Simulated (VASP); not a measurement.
A run of VASP 6.6.1 is set up as follows.

File INCAR:

```
  PREC = Accurate
  ENCUT = 600
  EDIFF = 1E-6
  ISMEAR = -1
  SIGMA = 0.0194
  LREAL = F
  LASPH = T
  NELM = 120
  ALGO = Normal
  ISIF = 2
  LWAVE = F
  LCHARG = F
  GGA = RP
  NBANDS = 81
  GGA_COMPAT = F
```

KPOINTS

```
Automatic mesh
0
Gamma
  3 3 3
  0.5 0 0
```

POSCAR

```
Rb2ZrMnO4
1.0
    5.7416720000     -0.0063760000     -0.0262760000
   -0.0064560000      5.8271900000     -0.0082670000
   -0.3346440000     -0.0106460000      7.7024590000
Rb Mn Zr O
4 2 2 8
Direct
    0.3039420000      0.2685850000      0.4977920000
    0.7123160000      0.7428890000      0.5080820000
    0.8368900000      0.2677200000      0.8091790000
    0.1068460000      0.7465880000      0.1663040000
    0.7737290000      0.2482360000      0.2654960000
    0.2039160000      0.7527640000      0.7482770000
    0.3550890000      0.2590090000      0.0446090000
    0.6429110000      0.7380650000      0.9784440000
    0.8203410000      0.2261470000      0.4851870000
    0.2001870000      0.7433660000      0.5134050000
    0.0664030000      0.2602100000      0.1455500000
    0.9213470000      0.7563460000      0.8103450000
    0.6232150000      0.0114020000      0.1908200000
    0.3564230000      0.5260270000      0.8164660000
    0.3758260000      0.9939280000      0.8050080000
    0.6413160000      0.4880760000      0.1812470000
```

Potentials or basis: VASP PAW PBE potentials, release 64 (Rb_sv, Mn_pv, Zr_sv, O).

The run is started by

```console
$ cat potpaw_PBE.64/Rb_sv/POTCAR potpaw_PBE.64/Mn_pv/POTCAR potpaw_PBE.64/Zr_sv/POTCAR potpaw_PBE.64/O/POTCAR > POTCAR
$ mpirun -np 1 vasp_std > vasp.out
```

Question: Predict the largest force.

Answer: 5.668 eV/Å.

Question: Estimate the band gap on the k mesh.

Answer: Zero (bands 67 and 68 overlap by 0.04 eV).

Question: Predict the pressure.

Answer: 10.4 GPa.

Stress tensor (GPa, compression positive):
```
11.32 -1.35  1.52
-1.35 12.59 -1.16
 1.52 -1.16  7.41
```

Caveat: the k points lie up to 0.37 Å⁻¹ apart; the PAW data sets were made with another functional, which shifts forces and pressure a little; the run has no spin polarisation, though such a crystal can be magnetic; semilocal functionals often make such compounds metallic where correlation or magnetic order opens a gap, which also shifts bond lengths. Spin polarisation is off, so any magnetic state and its effect on volume and gap are missing.
